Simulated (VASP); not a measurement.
# Co (Fm-3m) in VASP: a series of runs, part 2 of 2

VASP 6.6.1. Earlier steps stand in the parts before.

**3. Single point, r2SCAN, collinear spin, ferromagnetic start**

POSCAR reads:

```
Co
1.0
    0.0000000000      1.7917000000      1.7917000000
    1.7917000000      0.0000000000      1.7917000000
    1.7917000000      1.7917000000      0.0000000000
Co
1
Direct
    0.0000000000      0.0000000000      0.0000000000
```

INCAR.step1 reads:

```
PREC = Accurate ; ENCUT = 520
ISMEAR = 0 ; SIGMA = 0.1
LREAL = False ; LASPH = True
NELM = 150 ; ISPIN = 2
MAGMOM = 3 ; LMAXMIX = 4
NBANDS = 14 ; GGA = PE
ALGO = Normal ; EDIFF = 1E-4
LWAVE = True ; LCHARG = False
```

INCAR.step2 reads:

```
PREC = Accurate ; ENCUT = 520
EDIFF = 1E-7 ; ISMEAR = 0
SIGMA = 0.1 ; LREAL = False
LASPH = True ; NELM = 150
ALGO = Normal ; ISIF = 2
LWAVE = False ; LCHARG = False
ISPIN = 2 ; MAGMOM = 3
LORBIT = 11 ; LMAXMIX = 4
METAGGA = R2SCAN ; LMIXTAU = True
NBANDS = 14 ; ISTART = 1
```

KPOINTS reads:

```
regular mesh
0
Gamma
  14 14 14
```

Potentials or basis: VASP PAW PBE potentials, release 64 (Co).

Launch:

```console
cat potpaw_PBE.64/Co/POTCAR > POTCAR
cp INCAR.step1 INCAR
mpirun -np 1 vasp_std > vasp.out
cp INCAR.step2 INCAR
mpirun -np 1 vasp_std > vasp.out
```

OUTCAR:

```text
PREC = Accurate
   ENCUT = 520
   EDIFF = 1E-7
   ISMEAR = 0
   LREAL = False
   LASPH = True
   NELM = 150
   ISIF = 2
   ISPIN = 2
   LORBIT = 11
   METAGGA = R2SCAN
   ISTART = 1

 ion  position               nearest neighbor table
   1  0.000  0.000  0.000-

  LATTYP: Found a face centered cubic cell.
 ALAT       =     3.5834000000

  Lattice vectors:

 A1 = (   0.0000000000,   1.7917000000,   1.7917000000)
 A2 = (   1.7917000000,   0.0000000000,   1.7917000000)
 A3 = (   1.7917000000,   1.7917000000,   0.0000000000)

Analysis of symmetry for initial positions (statically):
=====================================================================
 Subroutine PRICEL returns:
 Original cell was already a primitive cell.

 Routine SETGRP: Setting up the symmetry group for a
 face centered cubic supercell.

 Subroutine GETGRP returns: Found 48 space group operations
 (whereof 48 operations were pure point group operations)
 out of a pool of 48 trial point group operations.

The static configuration has the point symmetry O_h .

Analysis of symmetry for dynamics (positions and initial velocities):
=====================================================================
 Subroutine PRICEL returns:
 Original cell was already a primitive cell.

 Routine SETGRP: Setting up the symmetry group for a
 face centered cubic supercell.

 Subroutine GETGRP returns: Found 48 space group operations
 (whereof 48 operations were pure point group operations)
 out of a pool of 48 trial point group operations.

The dynamic configuration has the point symmetry O_h .

Analysis of structural, dynamic, and magnetic symmetry:
=====================================================================
 Subroutine PRICEL returns:
 Original cell was already a primitive cell.

 Routine SETGRP: Setting up the symmetry group for a
 face centered cubic supercell.

 Subroutine GETGRP returns: Found 48 space group operations
 (whereof 48 operations were pure point group operations)
 out of a pool of 48 trial point group operations.

The overall configuration has the point symmetry O_h .

 Subroutine INISYM returns: Found 48 space group operations
 (whereof 48 operations are pure point group operations),
 and found     1 'primitive' translations

----------------------------------------------------------------------------------------

                                     Primitive cell

  volume of cell :      11.5034

  direct lattice vectors                    reciprocal lattice vectors
     0.000000000  1.791700000  1.791700000    -0.279064576  0.279064576  0.279064576
     1.791700000  0.000000000  1.791700000     0.279064576 -0.279064576  0.279064576
     1.791700000  1.791700000  0.000000000     0.279064576  0.279064576 -0.279064576

  length of vectors
     2.533846440  2.533846440  2.533846440     0.483354023  0.483354023  0.483354023

  position of ions in fractional coordinates (direct lattice)
     0.000000000  0.000000000  0.000000000

  ion indices of the primitive-cell ions
   primitive index   ion index
                 1           1

----------------------------------------------------------------------------------------

 KPOINTS: regular mesh

Automatic generation of k-mesh.
 Grid dimensions read from file:
 generate k-points for:   14   14   14

 Generating k-lattice:
[... 65 lines left out ...]
   NSW    =      0    number of steps for IOM
   IBRION =     -1    ionic relax: 0-MD 1-quasi-New 2-CG
   NFREE  =      0    steps in history (QN), initial steepest desc. (CG)
   ISIF   =      2    stress and relaxation
   ISYM   =      2    0-nonsym 1-usesym 2-fastsym
   POTIM  = 0.5000    time-step for ionic-motion
   TEBEG  =    0.0;   TEEND  =   0.0 temperature during run
   PSTRESS=    0.0 pullay stress
   NELECT =       9.0000    total number of electrons
   NUPDOWN=      -1.0000    fix difference up-down
   EMIN   =  10.00;   EMAX   =-10.00  energy-range for DOS
   EFERMI =   0.00;   METHOD = LEGACY
   ISMEAR =     0;   SIGMA  =   0.10  broadening in eV -4-tet -1-fermi 0-gaus
   EFERMI_NEDOS =   21; number of points for ismear=-14 and -15
   IALGO  =     38    algorithm
   IMIX   =      4    mixing-type and parameters
     AMIX     =   0.40;   BMIX     =  1.00
     AMIX_MAG =   1.60;   BMIX_MAG =  1.00
  volume/ion in A,a.u.               =      11.50        77.63
  Fermi-wavevector in a.u.,A,eV,Ry     =   1.508506  2.850663 30.961286  2.275590
  Thomas-Fermi vector in A             =   2.618951
   LORBIT       =     11    0 simple, 1 ext, 2 COOP (PROOUT), +10 PAW based schemes
   METAGGA = R2SCAN    functional components
   LHFCALC =     F    Hartree Fock is set to
   AEXX    =    0.0000 exact exchange contribution
   IVDW    =     0    specifies the selected vdW correction
   LEPSILON=     F    determine dielectric tensor
   LRPA    =     F    only Hartree local field effects (RPA)
 spin polarized calculation
 Gauss-broadening in eV      SIGMA  =   0.10
  energy-cutoff  :      520.00
  volume of cell :       11.50
 maximum number of plane-waves:       331
   NGX =  9   NGY =  9   NGZ =  9

 number of electron       9.0000006 magnetization       1.8236107

 Free energy of the ion-electron system (eV)
  ---------------------------------------------------
  ext. energy  EPLUGINS =         0.00000000
  ---------------------------------------------------
  free energy    TOTEN  =       -13.21024657 eV

  energy without entropy =      -13.20529747  energy(sigma->0) =      -13.20777202

 E-fermi :   9.7963     XC(G=0): -14.2659

 val. band max:        9.7856306682   @ k =  -0.4286   0.2857   0.1429
 cond. band min:       9.8049370137   @ k =   0.3571   0.2857   0.0000
 fundamental gap:      0.0193063455
 Fermi energy:         9.7963419738

 spin component 1

 k-point     1 :       0.0000    0.0000    0.0000
  band No.  band energies     occupation
      1       0.4660      1.00000
      2       6.4130      1.00000
      3       6.4130      1.00000
      4       6.4131      1.00000
      5       6.9153      1.00000
      6       6.9153      1.00000
      7      32.8408      0.00000
      8      36.8755      0.00000
      9      36.8756      0.00000
     10      36.8758      0.00000
     11      39.6040      0.00000
     12      39.6041      0.00000
     13      39.6041      0.00000
     14      40.8093      0.00000
[... 379 lines left out ...]
      3       6.2581      1.00000
      4       6.6962      1.00000
      5       7.4058      1.00000
      6       7.4852      1.00000
      7      24.9518      0.00000
      8      30.4725      0.00000
      9      30.9514      0.00000
     10      33.7892      0.00000
     11      38.9457      0.00000
     12      41.3333      0.00000
     13      42.5598      0.00000
     14      44.4722      0.00000

 [... further k-points ...]

 spin component 2

 k-point     1 :       0.0000    0.0000    0.0000
  band No.  band energies     occupation
      1       0.0046      1.00000
      2       8.3524      1.00000
      3       8.3526      1.00000
      4       8.3526      1.00000
      5      10.7705      0.00000
      6      10.7706      0.00000
      7      32.6878      0.00000
      8      37.9145      0.00000
      9      37.9146      0.00000
     10      37.9147      0.00000
     11      40.2575      0.00000
     12      40.2575      0.00000
     13      40.2577      0.00000
     14      42.6199      0.00000
[... 379 lines left out ...]
      3       8.8999      1.00000
      4       9.0294      1.00000
      5      10.2312      0.00000
      6      11.0508      0.00000
      7      25.5273      0.00000
      8      31.0918      0.00000
      9      31.2613      0.00000
     10      34.4710      0.00000
     11      40.3572      0.00000
     12      43.1524      0.00000
     13      45.2795      0.00000
     14      47.3709      0.00000

 [... further k-points ...]
[... 5 lines left out ...]
  --------------------------------------------------------------------------------------
  -------------------------------------------------------------------------------------
  Total       -0.8133423     -0.8133423     -0.8133423     -0.0000000      0.0000000      0.0000000
  in kB     -113.2812548   -113.2812548   -113.2812548     -0.0000000      0.0000000      0.0000000
  external PRESSURE =    -113.2812548 kB  Pullay stress =       0.0000000 kB

 VOLUME and BASIS-vectors are now :
 -----------------------------------------------------------------------------
  energy-cutoff  :      520.00
  volume of cell :       11.50
      direct lattice vectors                 reciprocal lattice vectors
     0.000000000  1.791700000  1.791700000    -0.279064576  0.279064576  0.279064576
     1.791700000  0.000000000  1.791700000     0.279064576 -0.279064576  0.279064576
     1.791700000  1.791700000  0.000000000     0.279064576  0.279064576 -0.279064576

 POSITION                                       TOTAL-FORCE (eV/Angst)
 -----------------------------------------------------------------------------------
      0.00000      0.00000      0.00000         0.000000      0.000000      0.000000
 -----------------------------------------------------------------------------------
    total drift:                                0.000000      0.000000      0.000000

  FREE ENERGIE OF THE ION-ELECTRON SYSTEM (eV)
  ---------------------------------------------------
  free  energy   TOTEN  =       -13.2102465658 eV

  energy  without entropy=      -13.2052974717  energy(sigma->0) =      -13.20777202

 total charge

# of ion       s       p       d       tot
------------------------------------------
    1        0.486   0.516   7.183   8.184

 magnetization (x)

# of ion       s       p       d       tot
------------------------------------------
    1       -0.002  -0.059   1.952   1.891
```

Run time: 2.9 min. Hardware: 1 thread of Intel Xeon Platinum 8488C (Sapphire Rapids), shared host; peak memory 0.16 GiB.

What came out:

* Free energy: -13.2102 eV
* Pressure: -11.3 GPa
* Net moment: 1.82 μB per cell
* Site moments: Co +1.89 μB
* Valence electrons inside the program's atomic spheres: Co 8.18

Caveat: the PAW data sets were made with another functional, which shifts forces and pressure a little.

**4. Single point, r2SCAN, collinear spin, ferromagnetic start**

POSCAR is that of step 3.

INCAR.step1 reads:

```
SYSTEM = Co
  PREC = Accurate
  ENCUT = 520
  ISMEAR = 0
  SIGMA = 0.1
  LREAL = .False.
  LASPH = .True.
  NELM = 150
  ISPIN = 2
  MAGMOM = 1.83
  NUPDOWN = 1.83
  LMAXMIX = 4
  NBANDS = 14
  GGA = PE
  ALGO = Normal
  EDIFF = 1E-4
  LWAVE = .True.
  LCHARG = .False.
```

INCAR.step2 reads:

```
SYSTEM = Co
  PREC = Accurate
  ENCUT = 520
  EDIFF = 1E-6
  ISMEAR = 0
  SIGMA = 0.1
  LREAL = .False.
  LASPH = .True.
  NELM = 150
  ALGO = Normal
  ISIF = 2
  LWAVE = .False.
  LCHARG = .False.
  ISPIN = 2
  MAGMOM = 1.83
  LORBIT = 11
  NUPDOWN = 1.83
  LMAXMIX = 4
  METAGGA = R2SCAN
  LMIXTAU = .True.
  NBANDS = 14
  ISTART = 1
```

KPOINTS reads:

```
Automatic mesh
0
Gamma
  14 14 14
  0 0 0
```

Launch:

```console
cat potpaw_PBE.64/Co/POTCAR > POTCAR
cp INCAR.step1 INCAR
mpirun -np 1 vasp_std > vasp.out
cp INCAR.step2 INCAR
mpirun -np 1 vasp_std > vasp.out
```

It took 2.6 min on 1 thread of Intel Xeon Platinum 8488C (Sapphire Rapids), shared host; peak memory 0.15 GiB.

The run converged. Its results:

| Property | Result |
| --- | --- |
| Free energy | -13.2102 eV |
| Pressure | -11.3 GPa |
| Net moment | 1.83 μB per cell |
| Site moments | Co +1.90 μB |
| Valence electrons inside the program's atomic spheres | Co 8.18 |

Caveat: the PAW data sets were made with another functional, which shifts forces and pressure a little; the total moment is fixed, so each spin has its own Fermi level.

**5. Single point, r2SCAN, collinear spin, ferromagnetic start**

POSCAR is that of step 4.

INCAR.step1 reads:

```
SYSTEM = Co
PREC     = Accurate       ! precision mode
ENCUT    = 520            ! plane-wave cutoff, eV
ISMEAR   = 0              ! smearing method
SIGMA    = 0.1            ! smearing width, eV
LREAL    = .FALSE.        ! projectors in reciprocal space
LASPH    = .TRUE.         ! aspherical terms in the spheres
NELM     = 150            ! most SCF steps
ISPIN    = 2              ! spin polarisation
MAGMOM   = 2.74           ! initial moments
NUPDOWN  = 2.74           ! fixed moment
LMAXMIX  = 4              ! l up to which the mixer works
NBANDS   = 14             ! bands
GGA      = PE             ! functional
ALGO     = Normal         ! electronic algorithm
EDIFF    = 1E-4           ! SCF threshold, eV
LWAVE    = .TRUE.         ! write WAVECAR
LCHARG   = .FALSE.        ! write CHGCAR
```

INCAR.step2 reads:

```
SYSTEM = Co
PREC     = Accurate       ! precision mode
ENCUT    = 520            ! plane-wave cutoff, eV
EDIFF    = 1E-6           ! SCF threshold, eV
ISMEAR   = 0              ! smearing method
SIGMA    = 0.1            ! smearing width, eV
LREAL    = .FALSE.        ! projectors in reciprocal space
LASPH    = .TRUE.         ! aspherical terms in the spheres
NELM     = 150            ! most SCF steps
ALGO     = Normal         ! electronic algorithm
ISIF     = 2              ! what is computed and relaxed
LWAVE    = .FALSE.        ! write WAVECAR
LCHARG   = .FALSE.        ! write CHGCAR
ISPIN    = 2              ! spin polarisation
MAGMOM   = 2.74           ! initial moments
LORBIT   = 11             ! projections on sites
NUPDOWN  = 2.74           ! fixed moment
LMAXMIX  = 4              ! l up to which the mixer works
METAGGA  = R2SCAN         ! meta-GGA
LMIXTAU  = .TRUE.       
NBANDS   = 14             ! bands
ISTART   = 1
```

KPOINTS reads:

```
Automatic mesh
0
G
  14 14 14
  0 0 0
```

Launch:

```console
cat potpaw_PBE.64/Co/POTCAR > POTCAR
cp INCAR.step1 INCAR
mpirun -np 1 vasp_std > vasp.out
cp INCAR.step2 INCAR
mpirun -np 1 vasp_std > vasp.out
```

It took 2.2 min on 1 thread of Intel Xeon Platinum 8488C (Sapphire Rapids), shared host; peak memory 0.15 GiB.

It converged, with:

```
Free energy                                           : -12.3751 eV
Pressure                                              : 9.1 GPa
Net moment                                            : 2.74 μB per cell
Site moments                                          : Co +2.70 μB
Valence electrons inside the program's atomic spheres : Co 8.14
```

Caveat: the PAW data sets were made with another functional, which shifts forces and pressure a little; the total moment is fixed, so each spin has its own Fermi level.

**6. Single point, r2SCAN, collinear spin, ferromagnetic start**

POSCAR is that of step 5.

INCAR.step1 reads:

```
PREC = Accurate
ENCUT = 520
ISMEAR = 0
SIGMA = 0.1
LREAL = F
LASPH = T
NELM = 150
ISPIN = 2
MAGMOM = 3.65
NUPDOWN = 3.65
LMAXMIX = 4
NBANDS = 14
GGA = PE
ALGO = Normal
EDIFF = 1E-4
LWAVE = T
LCHARG = F
```

INCAR.step2 reads:

```
PREC = Accurate
ENCUT = 520
EDIFF = 1E-6
ISMEAR = 0
SIGMA = 0.1
LREAL = F
LASPH = T
NELM = 150
ALGO = Normal
ISIF = 2
LWAVE = F
LCHARG = F
ISPIN = 2
MAGMOM = 3.65
LORBIT = 11
NUPDOWN = 3.65
LMAXMIX = 4
METAGGA = R2SCAN
LMIXTAU = T
NBANDS = 14
ISTART = 1
```

KPOINTS reads:

```
regular mesh
0
Gamma
  14 14 14
```

Potentials or basis: VASP PAW PBE potentials, release 64 (Co).

Launch:

```console
cat potpaw_PBE.64/Co/POTCAR > POTCAR
cp INCAR.step1 INCAR
mpirun -np 1 vasp_std > vasp.out
cp INCAR.step2 INCAR
mpirun -np 1 vasp_std > vasp.out
```

Wall time 2.2 min (1 thread of Intel Xeon Platinum 8488C (Sapphire Rapids), shared host); peak memory 0.15 GiB.

It converged, with:

| Quantity | Value |
| --- | --- |
| Free energy | -9.5296 eV |
| Pressure | 54.4 GPa |
| Net moment | 3.65 μB per cell |
| Site moments | Co +3.48 μB |
| Valence electrons inside the program's atomic spheres | Co 8.10 |

Caveat: the PAW data sets were made with another functional, which shifts forces and pressure a little; the total moment is fixed, so each spin has its own Fermi level.

**7. Summary**

| spin | fixed moment (μB) | pressure (GPa) | moment (μB) |
| --- | --- | --- | --- |
| collinear, zero start | 0.0 | -29.1 | 0.00 |
| collinear, ferromagnetic start | - | -11.3 | 1.82 |
| collinear, ferromagnetic start | 1.83 | -11.3 | 1.83 |
| collinear, ferromagnetic start | 2.74 | 9.1 | 2.74 |
| collinear, ferromagnetic start | 3.65 | 54.4 | 3.65 |

Alike in all rows: task single point; level r2SCAN; potentials or basis VASP PAW PBE potentials, release 64 (Co); cell as given; k mesh 14 × 14 × 14; cutoff (eV) 520; smearing gaussian 0.1 eV.

Caveats: the PAW data sets were made with another functional, which shifts forces and pressure a little; the total moment is fixed, so each spin has its own Fermi level (some runs).

Total energies depend on the potentials used, so only differences within one code and one set of settings carry meaning.
